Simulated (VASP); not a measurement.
Here is a VASP 6.6.1 calculation.

The input INCAR:

```
SYSTEM = Al
  ALGO = Normal
  EDIFF = 1E-7
  ENCUT = 520
  GGA = PS
  ISIF = 2
  ISMEAR = 0
  LASPH = .True.
  LCHARG = .False.
  LREAL = .False.
  LWAVE = .False.
  NBANDS = 8
  NELM = 60
  PREC = Accurate
  SIGMA = 0.15
```

KPOINTS

```
k-points
0
Gamma
  24 24 24
  0 0 0
```

POSCAR

```
Al
1.0
   -1.4973941171      1.4973941171      1.7968729405
    1.4973941171     -1.4973941171      1.7968729405
    1.4973941171      1.4973941171     -1.7968729405
Al
1
Direct
    0.0000000000      0.0000000000      0.0000000000
```

Potentials or basis: VASP PAW PBE potentials, release 64 (Al).

Command:

```sh
$ cat potpaw_PBE.64/Al/POTCAR > POTCAR
$ mpirun -np 1 vasp_std > vasp.out
```

**Question.** What does it give for the pressure?

**Answer.** 1.6 GPa.

**Question.** Estimate the band gap on the k mesh.

**Answer.** Zero (an odd number of electrons rules out a gap without spin polarisation).

Stress tensor (GPa, compression positive):
```
-1.03  0.00  0.00
 0.00 -1.03  0.00
 0.00  0.00  6.91
```

Caveat: the stress differs along the axes, from -1 to 7 GPa; the PAW data sets were made with another functional, which shifts forces and pressure a little.
